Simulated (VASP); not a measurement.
Ag, 1 atom in the cell. Symmetry: I4/mmm, No. 139, tetragonal system. Conventional cell: a = 2.817 Å, b = 2.817 Å, c = 3.882 Å, α = 90.00°, β = 90.00°, γ = 90.00°. Within 3.7 Å of Ag (site symmetry 4/mmm) lie 12 Ag at 2.78 to 2.82 Å.  This cell differs from its parent crystal: strain -0.025 along x and y, -0.050 along z.

```yaml
Program: VASP 6.6.1
Task: single point
Functional: PBEsol
Potentials_or_basis: VASP PAW PBE potentials, release 64 (Ag)
Cutoff: 520 eV
k_mesh: 20 × 20 × 20
Occupations: gaussian, width 0.15 eV
Spin: no spin polarisation
Dipole_correction: no
Further_INCAR_settings: ALGO = Fast; EDIFF = 1e-07; NBANDS = 12
```

Potentials or basis: VASP PAW PBE potentials, release 64 (Ag).

Launch:

```console
$ cat potpaw_PBE.64/Ag/POTCAR > POTCAR
$ mpirun -np 1 vasp_std > vasp.out
```

Hardware: 1 thread of Intel(R) Xeon(R) 6975P-C (Granite Rapids), on a shared host.

Task: Estimate the wall time of this run.

Result: Run time: 53 s on 1 thread of Intel(R) Xeon(R) 6975P-C (Granite Rapids), on a shared host, peak memory 0.24 GiB. Counts: scf iterations 14, k points 641.
